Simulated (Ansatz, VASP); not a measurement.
YTiTe3 in VASP and in Ansatz

```xyz
5
Lattice="6.1012 0.0000 0.0000 -3.0506 5.2838 0.0000 0.0000 0.0000 5.3443" Properties=species:S:1:pos:R:3 pbc="T T T"
Y     0.0000    0.0000    2.6721
Ti    0.0000    0.0000    0.0000
Te    3.0506    0.0000    0.0000
Te   -1.5253    2.6419    0.0000
Te    1.5253    2.6419    0.0000
```

Alike in both runs: task single point; functional PBE; k mesh 3 × 3 × 4; occupations gaussian, width 0.1 eV; no spin polarisation.

|  | VASP | Ansatz |
| --- | --- | --- |
| version | VASP 6.6.1 | Ansatz 0.2.0 |
| potentials or method | VASP PAW PBE potentials, release 64 (Y_sv, Ti_sv, Te), cutoff 520 eV | scalar-relativistic, plane waves, PAW |
| valence electrons in the cell | 41 | 71 |

```csv
,VASP,Ansatz,Ansatz less VASP
gap on the k mesh at the Fermi level (eV),none,none,-
pressure (GPa),1.9,1.9,0.00
"traceless stress, the component that is largest in VASP (GPa)",-3.72,-3.76,-0.048
```

A gap of «none» marks a metal or a gap that the smearing closes. VASP's potentials hold 41 valence electrons a cell and Ansatz's 71, so a difference there can come from the potentials and not from the codes.

The k mesh is coarse, so the values compare programs but aren't converged. Spin-orbit coupling is off throughout.
